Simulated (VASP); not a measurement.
# CaSe (Fm-3m) in VASP: settings compared, part 2 of 2

VASP 6.6.1.

## Step 3: Vibrations by perturbation theory, RPBE

This run uses another cell than the first one, of 25.77 Å³/atom.

INCAR

```
SYSTEM = CaSe
ALGO = Normal ; EDIFF = 1E-8
ENCUT = 500 ; GGA = RP
GGA_COMPAT = .False. ; IBRION = 8
ISIF = 2 ; ISMEAR = 0
LASPH = .True. ; LCHARG = .False.
LREAL = .False. ; LWAVE = .False.
NELM = 120 ; NSW = 1
PREC = Accurate ; SIGMA = 0.01
```

KPOINTS

```
k-points
0
Gamma
  6 6 6
  0 0 0
```

POSCAR

```
CaSe
1.0
    0.0000000000      2.9538880243      2.9538880243
    2.9538880243      0.0000000000      2.9538880243
    2.9538880243      2.9538880243      0.0000000000
Ca Se
1 1
Direct
    0.0000000000      0.0000000000      0.0000000000
    0.5000000000      0.5000000000      0.5000000000
```

Potentials or basis: VASP PAW PBE potentials, release 64 (Ca_sv, Se).

On the command line:

```bash
cat potpaw_PBE.64/Ca_sv/POTCAR potpaw_PBE.64/Se/POTCAR > POTCAR
mpirun -np 1 vasp_std > vasp.out
```

OUTCAR:

```text
SYSTEM = CaSe
   EDIFF = 1E-8
   ENCUT = 500
   GGA = RP
   IBRION = 8
   ISIF = 2
   ISMEAR = 0
   LASPH = .True.
   LREAL = .False.
   NELM = 120
   NSW = 1
   PREC = Accurate

 ion  position               nearest neighbor table
   1  0.000  0.000  0.000-   2 2.95   2 2.95   2 2.95   2 2.95   2 2.95   2 2.95
   2  0.500  0.500  0.500-   1 2.95   1 2.95   1 2.95   1 2.95   1 2.95   1 2.95

  LATTYP: Found a face centered cubic cell.
 ALAT       =     5.9077760486

  Lattice vectors:

 A1 = (   0.0000000000,   2.9538880243,   2.9538880243)
 A2 = (   2.9538880243,   0.0000000000,   2.9538880243)
 A3 = (   2.9538880243,   2.9538880243,   0.0000000000)

Analysis of symmetry for initial positions (statically):
=====================================================================
 Subroutine PRICEL returns:
 Original cell was already a primitive cell.

 Routine SETGRP: Setting up the symmetry group for a
 face centered cubic supercell.

 Subroutine GETGRP returns: Found 48 space group operations
 (whereof 48 operations were pure point group operations)
 out of a pool of 48 trial point group operations.

The static configuration has the point symmetry O_h .

Analysis of symmetry for dynamics (positions and initial velocities):
=====================================================================
 Subroutine PRICEL returns:
 Original cell was already a primitive cell.

 Routine SETGRP: Setting up the symmetry group for a
 face centered cubic supercell.

 Subroutine GETGRP returns: Found 48 space group operations
 (whereof 48 operations were pure point group operations)
 out of a pool of 48 trial point group operations.

The dynamic configuration has the point symmetry O_h .

 Subroutine INISYM returns: Found 48 space group operations
 (whereof 48 operations are pure point group operations),
 and found     1 'primitive' translations

----------------------------------------------------------------------------------------

                                     Primitive cell

  volume of cell :      51.5480

  direct lattice vectors                    reciprocal lattice vectors
     0.000000000  2.953888024  2.953888024    -0.169268434  0.169268434  0.169268434
     2.953888024  0.000000000  2.953888024     0.169268434 -0.169268434  0.169268434
     2.953888024  2.953888024  0.000000000     0.169268434  0.169268434 -0.169268434

  length of vectors
     4.177428506  4.177428506  4.177428506     0.293181528  0.293181528  0.293181528

  position of ions in fractional coordinates (direct lattice)
     0.000000000  0.000000000  0.000000000
     0.500000000  0.500000000  0.500000000
[... 128 lines left out ...]
      2     -18.2085      2.00000
      3     -18.2085      2.00000
      4     -18.2085      2.00000
      5      -9.1918      2.00000
      6       2.5780      2.00000
      7       2.5780      2.00000
      8       2.5780      2.00000
      9       6.1146      0.00000
     10       6.3764      0.00000
     11       6.3764      0.00000
     12       6.3764      0.00000
[... 213 lines left out ...]
      1     -37.2664      2.00000
      2     -18.2776      2.00000
      3     -18.2533      2.00000
      4     -18.2460      2.00000
      5      -8.5429      2.00000
      6       0.3138      2.00000
      7       1.0157      2.00000
      8       1.0823      2.00000
      9       5.9862      0.00000
     10       7.8493      0.00000
     11       8.0207      0.00000
     12       8.4599      0.00000

------------------------ aborting loop because EDIFF is reached ----------------------------------------

  FORCE on cell =-STRESS in cart. coord.  units (eV):
  Direction    XX          YY          ZZ          XY          YZ          ZX
  --------------------------------------------------------------------------------------
  -------------------------------------------------------------------------------------
  Total        1.1169614      1.1169614      1.1169614      0.0000000      0.0000000      0.0000000
  in kB       34.7165595     34.7165595     34.7165595      0.0000000      0.0000000      0.0000000
  external PRESSURE =      34.7165595 kB  Pullay stress =       0.0000000 kB

 VOLUME and BASIS-vectors are now :
 -----------------------------------------------------------------------------
  energy-cutoff  :      500.00
  volume of cell :       51.55
      direct lattice vectors                 reciprocal lattice vectors
     0.000000000  2.953888024  2.953888024    -0.169268434  0.169268434  0.169268434
     2.953888024  0.000000000  2.953888024     0.169268434 -0.169268434  0.169268434
     2.953888024  2.953888024  0.000000000     0.169268434  0.169268434 -0.169268434

 POSITION                                       TOTAL-FORCE (eV/Angst)
 -----------------------------------------------------------------------------------
      0.00000      0.00000      0.00000         0.000000      0.000000      0.000000
      2.95389      2.95389      2.95389         0.000000     -0.000000     -0.000000
 -----------------------------------------------------------------------------------
    total drift:                               -0.000000      0.000000      0.000000

  FREE ENERGIE OF THE ION-ELECTRON SYSTEM (eV)
  ---------------------------------------------------
  free  energy   TOTEN  =        -8.8705845838 eV

  energy  without entropy=       -8.8705845838  energy(sigma->0) =       -8.87058458

[... ionic steps 2 to 3 ...]

--------------------------------------- Ionic step        4  -------------------------------------------

------------------------ aborting loop because EDIFF is reached ----------------------------------------

[... ionic steps 5 to 6 ...]

--------------------------------------- Ionic step        7  -------------------------------------------

 Free energy of the ion-electron system (eV)
  ---------------------------------------------------
  ---------------------------------------------------
  free energy    TOTEN  =        -0.08636267 eV

  energy without entropy =       -0.08636267

------------------------ aborting loop because EDIFF is reached ----------------------------------------

 INTERNAL STRAIN TENSOR  FOR ION    2  DIRECTION 1   (eV/Angst):
 -----------------------------------------------------------------------------
    -0.00797 -0.00000 -0.00000
     0.00000  0.00229 -0.00000
     0.00000 -0.00000  0.00229

 INTERNAL STRAIN TENSOR FOR ION    2 for displacements in x,y,z  (eV/Angst):
          X           Y           Z          XY          YZ          ZX
  --------------------------------------------------------------------------------
  x     0.00000     0.00000     0.00000     0.00000     0.00000     0.00000
  y     0.00000     0.00000     0.00000     0.00000     0.00000     0.00000
  z     0.00000     0.00000     0.00000     0.00000     0.00000     0.00000

 SECOND DERIVATIVES (NOT SYMMETRIZED)
 ------------------------------------
               1X          1Y          1Z          2X          2Y          2Z
  1X    -3.331635    0.000000    0.000000    3.331635    0.000000    0.000000
  1Y     0.000000   -3.331635    0.000000    0.000000    3.331635    0.000000
  1Z     0.000000    0.000000   -3.331635    0.000000    0.000000    3.331635
  2X     3.280872    0.000000    0.000000   -3.280872    0.000000    0.000000
  2Y     0.000000    3.280872    0.000000    0.000000   -3.280872    0.000000
  2Z     0.000000    0.000000    3.280872    0.000000    0.000000   -3.280872

 Eigenvectors and eigenvalues of the dynamical matrix
 ----------------------------------------------------

   1 f  =    5.520160 THz    34.684191 2PiTHz  184.132731 cm-1    22.829539 meV
             X         Y         Z           dx          dy          dz
      0.000000  0.000000  0.000000    -0.816538    0.000000   -0.000000
      2.953888  2.953888  2.953888     0.577292   -0.000000   -0.000000
[... 21 lines left out ...]
   6 f/i=    0.019976 THz     0.125514 2PiTHz    0.666334 cm-1     0.082615 meV
             X         Y         Z           dx          dy          dz
      0.000000  0.000000  0.000000    -0.015356    0.094468   -0.569303
      2.953888  2.953888  2.953888    -0.021720    0.133618   -0.805238

--------------------------------------------------------------------------------------------------------

 ELASTIC MODULI CONTR FROM IONIC RELAXATION (kBar)
 Direction    XX          YY          ZZ          XY          YZ          ZX
 --------------------------------------------------------------------------------
 XX           0.0000      0.0000      0.0000      0.0000      0.0000      0.0000
 YY           0.0000      0.0000      0.0000      0.0000      0.0000      0.0000
 ZZ           0.0000      0.0000      0.0000      0.0000      0.0000      0.0000
 XY           0.0000      0.0000      0.0000      0.0000      0.0000      0.0000
 YZ           0.0000      0.0000      0.0000      0.0000      0.0000      0.0000
 ZX           0.0000      0.0000      0.0000      0.0000      0.0000      0.0000
 --------------------------------------------------------------------------------
```

stdout:

```text
POSCAR found type information on POSCAR CaSe
 POSCAR found :  2 types and       2 ions
 scaLAPACK will be used
 -----------------------------------------------------------------------------
|                                                                             |
|                                                                             |
|     You enforced a specific xc type in the INCAR file but a different       |
|     I HOPE YOU KNOW WHAT YOU ARE DOING!                                     |
|                                                                             |
 -----------------------------------------------------------------------------

 LDA part: xc-table for (Slater+PW92), standard interpolation
 POSCAR, INCAR and KPOINTS ok, starting setup
 FFT: planning ... GRIDC
 FFT: planning ... GRID_SOFT
 FFT: planning ... GRID
 WAVECAR not read
 entering main loop
 Linear response reoptimize wavefunctions to high precision
 Linear response DOF=           2
 Linear response progress:
 first order change of Fermi-energy   0.77990E-04
 force on displaced ion       1 direction 1 :  -3.332   0.000   0.000
 Linear response progress:
 first order change of Fermi-energy   0.66417E-03
 force on displaced ion       2 direction 1 :  -3.281   0.000   0.000
 Linear response finished
```

Run time: 2.3 min. Hardware: 1 thread of Intel Xeon 8259CL, shared host; peak memory 0.21 GiB.

Results:

- Highest phonon frequency at Γ, LO-TO splitting left out: 184 cm⁻¹

Phonon frequencies in cm⁻¹ (negative: imaginary):
```csv
q point,frequencies
"(0.000, 0.000, 0.000)",-1 -1 -1 184 184 184
```

Caveat: the cell stands under pressure or tension, which shifts response properties; the PAW data sets were made with another functional, which shifts forces and pressure a little.
